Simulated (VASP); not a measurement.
Wanted: the native input for a VASP 6.6.1 run.

- Task: single point
- Functional: LDA
- Potentials or basis: VASP PAW LDA potentials, release 64 (Ag, Br)
- Cutoff: 500 eV
- k mesh: 6 × 6 × 6
- Occupations: gaussian, width 0.1 eV
- Spin: no spin polarisation
- Dipole correction: no
- Further INCAR settings: ALGO = Normal; EDIFF = 1e-06; NBANDS = 16

The structure of AgBr lies in POSCAR:

```
AgBr
1.0
    0.0000000000      2.8860500000      2.8860500000
    2.8860500000      0.0000000000      2.8860500000
    2.8860500000      2.8860500000      0.0000000000
Ag Br
1 1
Direct
    0.5000000000      0.5000000000      0.5000000000
    0.0000000000      0.0000000000      0.0000000000
```

These files were run (other wordings do the same):

INCAR

```
PREC = Accurate
ENCUT = 500
EDIFF = 1E-6
ISMEAR = 0
SIGMA = 0.1
LREAL = False
LASPH = True
NELM = 120
ALGO = Normal
ISIF = 2
LWAVE = False
LCHARG = False
NBANDS = 16
GGA_COMPAT = False
```

KPOINTS

```
regular mesh
0
Gamma
  6 6 6
```

Potentials or basis: VASP PAW LDA potentials, release 64 (Ag, Br).

Run with:

```bash
$ cat potpaw_LDA.64/Ag/POTCAR potpaw_LDA.64/Br/POTCAR > POTCAR
$ mpirun -np 1 vasp_std > vasp.out
```

Results of the run:

```yaml
Pressure: -4.7 GPa
Band_gap_on_the_k_mesh: 0.41 eV, indirect (least direct gap 2.28 eV)
```

Run time: 13 s on 1 thread of Intel Xeon 8259CL (shared host), peak memory 0.15 GiB.
